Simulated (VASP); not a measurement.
**Zr2O3: single point with PBE**

Zr2O3:

```xyz
10
Lattice="5.0009 0.0000 0.0000 0.0000 5.0009 0.0000 0.0000 0.0000 5.0009" Properties=species:S:1:pos:R:3 pbc="T T T"
Zr    1.2502    1.2502    1.2502
Zr    3.7507    3.7507    1.2502
Zr    3.7507    1.2502    3.7507
Zr    1.2502    3.7507    3.7507
O     2.5005    0.0000    0.0000
O     0.0000    2.5005    0.0000
O     0.0000    0.0000    2.5005
O     2.5005    2.5005    0.0000
O     2.5005    0.0000    2.5005
O     0.0000    2.5005    2.5005
```

- Program: VASP 6.6.1
- Task: single point
- Functional: PBE
- Potentials or basis: VASP PAW PBE potentials, release 64 (Zr_sv, O)
- Cutoff: 520 eV
- k mesh: 11 × 11 × 11
- Occupations: fermi-dirac, width 0.0612256 eV
- Spin: no spin polarisation

* Pressure: 9.1 GPa
* Band gap on the k mesh: zero (bands 42 and 43 overlap by 0.44 eV)

Levels at points of the mesh, in eV from the Fermi level:
| k point | band 39 | band 40 | band 41 | band 42 | band 43 | band 44 | band 45 | band 46 |
| --- | --- | --- | --- | --- | --- | --- | --- | --- |
| (0.00, 0.00, 0.00) | -3.58 | -3.58 | -3.58 | -0.17 | -0.17 | -0.17 | 0.64 | 0.64 |

Wall time 12 min on 1 thread of Oxide Virtual Turin-like Processor, with other jobs on the host, peak memory 0.38 GiB.

Caveat: the cell stands under pressure.
